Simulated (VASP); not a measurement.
BaS, 2 atoms in the cell. The structure is tetragonal, space group I4/mmm (No. 139). The conventional cell has a = 4.588 Å, b = 4.588 Å, c = 6.403 Å, α = 90.00°, β = 90.00°, γ = 90.00°. Ba (site symmetry 4/mmm) has 6 S at 3.20 to 3.24 Å within 4.2 Å. S (site symmetry 4/mmm) has 6 Ba at 3.20 to 3.24 Å within 4.2 Å.  This cell differs from its parent crystal: epitaxial xy strain +1.0%.

```yaml
Program: VASP 6.6.1
Task: single point
Functional: PBE
Potentials_or_basis: VASP PAW PBE potentials, release 64 (Ba_sv, S)
Cutoff: 520 eV
k_mesh: 8 × 8 × 8
Occupations: fermi-dirac, width 0.02 eV
Spin: no spin polarisation
Dipole_correction: no
Further_INCAR_settings: ALGO = Normal; EDIFF = 1e-07; NBANDS = 15
```

Potentials or basis: VASP PAW PBE potentials, release 64 (Ba_sv, S).

Run with:

```bash
$ cat potpaw_PBE.64/Ba_sv/POTCAR potpaw_PBE.64/S/POTCAR > POTCAR
$ mpirun -np 1 vasp_std > vasp.out
```

Hardware: 1 thread of Intel Xeon 8259CL, on a shared host.

Q: Estimate the wall time of this run.

A: Run time: 94 s on 1 thread of Intel Xeon 8259CL (shared host), peak memory 0.24 GiB. Counts: scf iterations 15, k points 59.
